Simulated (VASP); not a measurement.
# PbS (Cmcm) in VASP: a series of runs

Aim: see how the results for PbS move with the level of theory and the settings. Levels: PBE+D4, PBE, r2SCAN. Tasks: single point.

Program: VASP 6.6.1. These are calculated values, not measurements. Logs are shortened: lines on timing, memory, paths and dates and some standing lists are left out, and cuts for length are marked.

### Step 1. The cell of the first run

The structure is orthorhombic, space group Cmcm (No. 63). The conventional cell has a = 4.113 Å, b = 11.639 Å, c = 4.271 Å, α = 90.00°, β = 90.00°, γ = 90.00°. Pb (site symmetry m2m) has 5 S at 2.70 to 2.97 Å within 3.6 Å. Within 3.6 Å of S (site symmetry m2m) lie 5 Pb at 2.70 to 2.97 Å.

### Step 2. Single point, PBE+D4

Input file INCAR:

```
SYSTEM = PbS
PREC     = Accurate       ! precision mode
ENCUT    = 520            ! plane-wave cutoff, eV
EDIFF    = 1E-6           ! SCF threshold, eV
ISMEAR   = -1             ! smearing method
SIGMA    = 0.05           ! smearing width, eV
LREAL    = .FALSE.        ! projectors in reciprocal space
LASPH    = .TRUE.         ! aspherical terms in the spheres
NELM     = 100            ! most SCF steps
ALGO     = Normal         ! electronic algorithm
ISIF     = 2              ! what is computed and relaxed
LWAVE    = .FALSE.        ! write WAVECAR
LCHARG   = .FALSE.        ! write CHGCAR
GGA      = PE             ! functional
IVDW     = 13             ! dispersion correction
NBANDS   = 28             ! bands
```

Input file KPOINTS:

```
Automatic mesh
0
G
  7 7 6
  0 0 0
```

Input file POSCAR:

```
PbS
1.0
    2.0563992312     -5.8193215245      0.0000000000
    2.0563992312      5.8193215245      0.0000000000
    0.0000000000      0.0000000000      4.2711281717
Pb S
2 2
Direct
    0.1270751114      0.8729248886      0.2500000000
    0.8729248886      0.1270751114      0.7500000000
    0.3593854462      0.6406145538      0.2500000000
    0.6406145538      0.3593854462      0.7500000000
```

Potentials or basis: VASP PAW PBE potentials, release 64 (Pb_d, S).

Launch:

```console
$ cat potpaw_PBE.64/Pb_d/POTCAR potpaw_PBE.64/S/POTCAR > POTCAR
$ mpirun -np 1 vasp_std > vasp.out
```

OUTCAR:

```text
SYSTEM = PbS
   PREC = Accurate
   ENCUT = 520
   EDIFF = 1E-6
   ISMEAR = -1
   LREAL = .FALSE.
   LASPH = .TRUE.
   NELM = 100
   ISIF = 2
   GGA = PE
   IVDW = 13

 ion  position               nearest neighbor table
   1  0.127  0.873  0.250-   3 2.70   4 2.97   4 2.97   4 2.97   4 2.97   2 3.65   2 3.65   2 4.12
                             2 4.12   2 4.12   2 4.12
   2  0.873  0.127  0.750-   4 2.70   3 2.97   3 2.97   3 2.97   3 2.97   1 3.65   1 3.65   1 4.12
                             1 4.12   1 4.12   1 4.12
   3  0.359  0.641  0.250-   1 2.70   2 2.97   2 2.97   2 2.97   2 2.97
   4  0.641  0.359  0.750-   2 2.70   1 2.97   1 2.97   1 2.97   1 2.97

  LATTYP: Found a base centered orthorhombic cell.
 ALAT       =     4.1127984624
 B/A-ratio  =     2.8298598036
 C/A-ratio  =     1.0384968315

  Lattice vectors:

 A1 = (   2.0563992312,  -5.8193215245,   0.0000000000)
 A2 = (   2.0563992312,   5.8193215245,   0.0000000000)
 A3 = (   0.0000000000,   0.0000000000,   4.2711281717)

Analysis of symmetry for initial positions (statically):
=====================================================================
 Subroutine PRICEL returns:
 Original cell was already a primitive cell.

 Routine SETGRP: Setting up the symmetry group for a
 base centered orthorhombic supercell.

 Subroutine GETGRP returns: Found  8 space group operations
 (whereof  4 operations were pure point group operations)
 out of a pool of  8 trial point group operations.

The static configuration has the point symmetry C_2h.
 The point group associated with its full space group is D_2h.

Analysis of symmetry for dynamics (positions and initial velocities):
=====================================================================
 Subroutine PRICEL returns:
 Original cell was already a primitive cell.

 Routine SETGRP: Setting up the symmetry group for a
 base centered orthorhombic supercell.

 Subroutine GETGRP returns: Found  8 space group operations
 (whereof  4 operations were pure point group operations)
 out of a pool of  8 trial point group operations.

The dynamic configuration has the point symmetry C_2h.
 The point group associated with its full space group is D_2h.

 Subroutine INISYM returns: Found  8 space group operations
 (whereof  4 operations are pure point group operations),
 and found     1 'primitive' translations

----------------------------------------------------------------------------------------

                                     Primitive cell

  volume of cell :     102.2239

  direct lattice vectors                    reciprocal lattice vectors
[... 93 lines left out ...]
   EDIFFG = 0.1E-04   stopping-criterion for IOM
   NSW    =      0    number of steps for IOM
   IBRION =     -1    ionic relax: 0-MD 1-quasi-New 2-CG
   NFREE  =      0    steps in history (QN), initial steepest desc. (CG)
   ISIF   =      2    stress and relaxation
   ISYM   =      2    0-nonsym 1-usesym 2-fastsym
   POTIM  = 0.5000    time-step for ionic-motion
   TEBEG  =    0.0;   TEEND  =   0.0 temperature during run
   PSTRESS=    0.0 pullay stress
   NELECT =      40.0000    total number of electrons
   NUPDOWN=      -1.0000    fix difference up-down
   EMIN   =  10.00;   EMAX   =-10.00  energy-range for DOS
   EFERMI =   0.00;   METHOD = LEGACY
   ISMEAR =    -1;   SIGMA  =   0.05  broadening in eV -4-tet -1-fermi 0-gaus
   EFERMI_NEDOS =   21; number of points for ismear=-14 and -15
   IALGO  =     38    algorithm
   IMIX   =      4    mixing-type and parameters
     AMIX     =   0.40;   BMIX     =  1.00
     AMIX_MAG =   1.60;   BMIX_MAG =  1.00
  volume/ion in A,a.u.               =      25.56       172.46
  Fermi-wavevector in a.u.,A,eV,Ry     =   1.197413  2.262783 19.508010  1.433798
  Thomas-Fermi vector in A             =   2.333329
   LORBIT       =      0    0 simple, 1 ext, 2 COOP (PROOUT), +10 PAW based schemes
   GGA     = PE    functional components
   LHFCALC =     F    Hartree Fock is set to
   AEXX    =    0.0000 exact exchange contribution
   IVDW    =    13    specifies the selected vdW correction
   LEPSILON=     F    determine dielectric tensor
   LRPA    =     F    only Hartree local field effects (RPA)
 non-spin polarized calculation
  energy-cutoff  :      520.00
  volume of cell :      102.22
 maximum number of plane-waves:      2782
 NGX is ok and might be reduce to    48
   NGX = 23   NGY = 23   NGZ = 15

 number of electron      40.0000007 magnetization

 Free energy of the ion-electron system (eV)
  ---------------------------------------------------
  ext. energy  EPLUGINS =         0.00000000
  ---------------------------------------------------
  free energy    TOTEN  =       -17.33947944 eV

  energy without entropy =      -17.33947918  energy(sigma->0) =      -17.33947931

 E-fermi :   5.9979     XC(G=0):  -9.8107

 val. band max:        5.3589409860   @ k =  -0.4286   0.4286   0.3333
 cond. band min:       6.5867265125   @ k =   0.4286   0.4286   0.0000
 fundamental gap:      1.2277855265
 Fermi energy:         5.9978597684

 k-point     1 :       0.0000    0.0000    0.0000
  band No.  band energies     occupation
      1     -11.0495      2.00000
      2     -10.9506      2.00000
      3     -10.9491      2.00000
      4     -10.9277      2.00000
      5     -10.8827      2.00000
      6     -10.8818      2.00000
[... 733 lines left out ...]
     27      13.0512      0.00000
     28      13.6622      0.00000

 [... further k-points ...]

------------------------ aborting loop because EDIFF is reached ----------------------------------------

  DFT-D4 for vdW energy calculation

  Edisp (eV):   -1.55634

  FORCE on cell =-STRESS in cart. coord.  units (eV):
  Direction    XX          YY          ZZ          XY          YZ          ZX
  --------------------------------------------------------------------------------------
  -------------------------------------------------------------------------------------
  Total      -0.03641    -0.05755    -0.03801     0.00000     0.00000     0.00000
  in kB      -0.57069    -0.90203    -0.59570     0.00000     0.00000     0.00000
  external pressure =       -0.69 kB  Pullay stress =        0.00 kB

 VOLUME and BASIS-vectors are now :
 -----------------------------------------------------------------------------
  energy-cutoff  :      520.00
  volume of cell :      102.22
      direct lattice vectors                 reciprocal lattice vectors
     2.056399231 -5.819321525  0.000000000     0.243143448 -0.085920669  0.000000000
     2.056399231  5.819321525  0.000000000     0.243143448  0.085920669  0.000000000
     0.000000000  0.000000000  4.271128172     0.000000000  0.000000000  0.234130178

 POSITION                                       TOTAL-FORCE (eV/Angst)
 -----------------------------------------------------------------------------------
      2.05640      4.34034      1.06778         0.000000     -0.004579     -0.000000
      2.05640     -4.34034      3.20335         0.000000      0.004579      0.000000
      2.05640      1.63656      1.06778         0.000000     -0.000624     -0.000000
      2.05640     -1.63656      3.20335         0.000000      0.000624     -0.000000
 -----------------------------------------------------------------------------------
    total drift:                               -0.000000     -0.000000     -0.000000

  FREE ENERGIE OF THE ION-ELECTRON SYSTEM (eV)
  ---------------------------------------------------
  free  energy   TOTEN  =       -18.8958234120 eV

  energy  without entropy=      -18.8958231529  energy(sigma->0) =      -18.89582328
```

OSZICAR:

```text
N       E                     dE             d eps       ncg     rms          rms(c)
DAV:   1     0.424808102228E+03    0.42481E+03   -0.19026E+04  3584   0.156E+03
DAV:   2     0.305185772564E+02   -0.39429E+03   -0.38214E+03  3628   0.409E+02
DAV:   3    -0.160532146963E+02   -0.46572E+02   -0.45467E+02  4652   0.156E+02
DAV:   4    -0.182357327738E+02   -0.21825E+01   -0.21743E+01  4336   0.346E+01
DAV:   5    -0.183188762807E+02   -0.83144E-01   -0.83128E-01  4772   0.714E+00    0.663E+00
DAV:   6    -0.173277261697E+02    0.99115E+00   -0.23869E+00  5044   0.106E+01    0.435E+00
DAV:   7    -0.173374753988E+02   -0.97492E-02   -0.48154E-01  4112   0.293E+00    0.278E+00
DAV:   8    -0.173459897810E+02   -0.85144E-02   -0.82794E-02  4956   0.234E+00    0.967E-01
DAV:   9    -0.173390857809E+02    0.69040E-02   -0.25092E-02  5012   0.127E+00    0.113E-01
DAV:  10    -0.173394319196E+02   -0.34614E-03   -0.19183E-03  3928   0.211E-01    0.467E-02
DAV:  11    -0.173394817259E+02   -0.49806E-04   -0.12243E-04  5308   0.873E-02    0.218E-02
DAV:  12    -0.173394810404E+02    0.68547E-06   -0.16706E-05  4888   0.260E-02    0.164E-02
DAV:  13    -0.173394799544E+02    0.10860E-05   -0.31983E-06  3440   0.150E-02    0.810E-03
DAV:  14    -0.173394794425E+02    0.51187E-06   -0.77658E-07  2244   0.598E-03
   1 F= -.18895823E+02 E0= -.18895823E+02  d E =-.259126E-06
```

Run time: 2.7 min. Hardware: 1 thread of Intel Xeon Platinum 8375C at 2.90GHz (Ice Lake), shared host; peak memory 0.34 GiB.

Results:

```yaml
Free_energy: -18.8958 eV
Pressure: -0.1 GPa
Largest_force: 0.005 eV/Å
Band_gap_on_the_k_mesh: 1.23 eV, indirect (least direct gap 1.32 eV)
Dispersion_energy_per_atom: -0.389 eV
```

Forces on the atoms (eV/Å):
```
Pb   0.000 -0.005  0.000
Pb   0.000  0.005  0.000
S    0.000 -0.001  0.000
S    0.000  0.001  0.000
```

Caveat: spin-orbit coupling is left out, which moves the levels of the heavy elements. A k mesh can miss the band edges.

### Step 3. Single point, PBE

This run uses another cell than the first one, of 26.66 Å³/atom, 1.043 times its volume.

Input file INCAR:

```
PREC = Accurate ; ENCUT = 520
EDIFF = 1E-6 ; ISMEAR = 0
SIGMA = 0.012 ; LREAL = F
LASPH = T ; NELM = 100
ALGO = Normal ; ISIF = 2
LWAVE = F ; LCHARG = T
GGA = PE ; LELF = T
LVHAR = T ; NBANDS = 28
```

Input file KPOINTS:

```
regular mesh
0
Gamma
  7 7 6
```

Input file POSCAR:

```
PbS
1.0
    2.0799526950     -5.9912968650      0.0000000000
    2.0799526950      5.9912968650      0.0000000000
    0.0000000000      0.0000000000      4.2793209400
Pb S
2 2
Direct
    0.1305633500      0.8694366500      0.2500000000
    0.8694366500      0.1305633500      0.7500000000
    0.3547970900      0.6452029100      0.2500000000
    0.6452029100      0.3547970900      0.7500000000
```

Potentials or basis: VASP PAW PBE potentials, release 64 (Pb_d, S).

Launch:

```console
$ cat potpaw_PBE.64/Pb_d/POTCAR potpaw_PBE.64/S/POTCAR > POTCAR
$ mpirun -np 1 vasp_std > vasp.out
```

It took 3 min on 1 thread of Intel Xeon Platinum 8375C at 2.90GHz (Ice Lake), shared host; peak memory 0.34 GiB.

Results (log left out):

| Quantity | Value |
| --- | --- |
| Free energy | -17.3766 eV |
| Pressure | 1.0 GPa |
| Largest force | 0.103 eV/Å |
| Band gap on the k mesh | 1.26 eV, indirect (least direct gap 1.43 eV) |

Forces in eV/Å, atoms in the order of the input:
```
Pb   0.000  0.070  0.000
Pb   0.000 -0.070  0.000
S    0.000 -0.103  0.000
S    0.000  0.103  0.000
```

Stress tensor (GPa, compression positive):
```
0.90 0.00 0.00
0.00 1.28 0.00
0.00 0.00 0.83
```

Levels at points of the mesh, in eV from the valence-band top:
| k point | band 16 | band 17 | band 18 | band 19 | band 20 | band 21 | band 22 | band 23 | band 24 | band 25 |
| --- | --- | --- | --- | --- | --- | --- | --- | --- | --- | --- |
| (0.00, 0.00, 0.00) | -2.86 | -2.30 | -1.58 | -1.40 | -0.42 | 4.73 | 4.80 | 4.95 | 5.65 | 5.88 |
| (0.00, 0.00, 0.50) | -2.65 | -1.04 | -1.04 | -0.04 | -0.04 | 1.89 | 1.89 | 2.87 | 2.87 | 5.07 |

Caveat: spin-orbit coupling is left out, which moves the levels of the heavy elements. A k mesh can miss the band edges.

### Step 4. Single point, r2SCAN

This run uses another cell than the first one, of 26.66 Å³/atom, 1.043 times its volume.

POSCAR is that of step 3.

Input file INCAR.step1:

```
PREC = Accurate
ENCUT = 520
ISMEAR = -1
SIGMA = 0.05
LREAL = F
LASPH = T
NELM = 80
NBANDS = 28
GGA = PE
ALGO = Normal
EDIFF = 1E-4
LWAVE = T
LCHARG = F
```

Input file INCAR.step2:

```
PREC = Accurate
ENCUT = 520
EDIFF = 1E-6
ISMEAR = -1
SIGMA = 0.05
LREAL = F
LASPH = T
NELM = 80
ALGO = Normal
ISIF = 2
LWAVE = F
LCHARG = T
METAGGA = R2SCAN
LMIXTAU = T
LELF = T
LVHAR = T
NBANDS = 28
ISTART = 1
```

Input file KPOINTS:

```
Automatic mesh
0
Gamma
  7 7 6
```

Launch:

```console
$ cat potpaw_PBE.64/Pb_d/POTCAR potpaw_PBE.64/S/POTCAR > POTCAR
$ cp INCAR.step1 INCAR
$ mpirun -np 1 vasp_std > vasp.out
$ cp INCAR.step2 INCAR
$ mpirun -np 1 vasp_std > vasp.out
```

It took 8.1 min on 1 thread of Intel Xeon Platinum 8375C at 2.90GHz (Ice Lake), shared host; peak memory 0.38 GiB.

Results (log left out):

```
Free energy            : -131.1343 eV
Pressure               : -0.1 GPa
Largest force          : 0.027 eV/Å
Band gap on the k mesh : 1.53 eV, indirect (least direct gap 1.79 eV)
```

Forces in eV/Å, atoms in the order of the input:
```
Pb   0.000 -0.006  0.000
Pb   0.000  0.006  0.000
S    0.000  0.027  0.000
S    0.000 -0.027  0.000
```

Stress tensor (GPa, compression positive):
```
 0.02  0.00  0.00
 0.00 -0.13  0.00
 0.00  0.00 -0.05
```

Levels at points of the mesh, in eV from the valence-band top:
```tsv
k point	band 16	band 17	band 18	band 19	band 20	band 21	band 22	band 23	band 24	band 25
(0.00, 0.00, 0.00)	-2.97	-2.42	-1.66	-1.49	-0.47	5.14	5.18	5.33	6.08	6.22
(0.00, 0.00, 0.50)	-2.74	-1.13	-1.13	-0.04	-0.04	2.23	2.23	3.16	3.16	5.47
```

Caveat: the PAW data sets were made with another functional, which shifts forces and pressure a little; spin-orbit coupling is left out, which moves the levels of the heavy elements. A k mesh can miss the band edges.

### Step 5. The runs side by side

```tsv
level	cell	smearing	gap on the mesh (eV)	pressure (GPa)	largest force (eV/Å)
PBE+D4	a = 6.172, b = 6.172, c = 4.271 Å, angles 90.0, 90.0, 141.1°, 4 atoms	fermi-dirac 0.05 eV	1.23	-0.1	-
PBE	a = 6.342, b = 6.342, c = 4.279 Å, angles 90.0, 90.0, 141.7°, 4 atoms	gaussian 0.012 eV	1.26	1.0	0.10
r2SCAN	a = 6.342, b = 6.342, c = 4.279 Å, angles 90.0, 90.0, 141.7°, 4 atoms	fermi-dirac 0.05 eV	1.53	-0.1	0.03
```

Alike in all rows: task single point; potentials or basis VASP PAW PBE potentials, release 64 (Pb_d, S); no spin polarisation; k mesh 7 × 7 × 6; cutoff (eV) 520.

Caveats: spin-orbit coupling is left out, which moves the levels of the heavy elements; the PAW data sets were made with another functional, which shifts forces and pressure a little (some runs).

Total energies depend on the potentials used, so only differences within one code and one set of settings carry meaning.
